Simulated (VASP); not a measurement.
CdTe:

```
Cd Te
1.0
     0.00000    3.27990    3.27990
     3.27990    0.00000    3.27990
     3.27990    3.27990    0.00000
Cd Te
1 1
Direct
  0.00000 0.00000 0.00000
  0.25000 0.25000 0.25000
```

Base run:

| Quantity | Value |
| --- | --- |
| Program | VASP 6.6.1 |
| Functional | PBE |
| Potentials or basis | VASP PAW PBE potentials, release 64 (Cd, Te) |
| Cutoff | 520 eV |
| k mesh | 4 × 4 × 4 |
| Occupations | gaussian, width 0.01 eV |
| Spin | no spin polarisation |

Its results: band gap on the k mesh 0.65 eV, direct; pressure 1.3 GPa.

**Question.** After a change of settings the same cell gave: band gap on the k mesh 1.44 eV, direct; pressure 0.2 GPa. Which change was it?
A. functional from PBE to HSE06
B. functional from PBE to r2SCAN
C. functional from PBE to PBE0
D. k mesh from 4 × 4 × 4 to 6 × 6 × 6

**Answer.** A.

HSE06 gives the wider gap, since exact exchange removes part of the self-interaction.

Caveats: spin-orbit coupling is left out, which moves the levels of the heavy elements; the PAW data sets were made with another functional, which shifts forces and pressure a little (some runs).
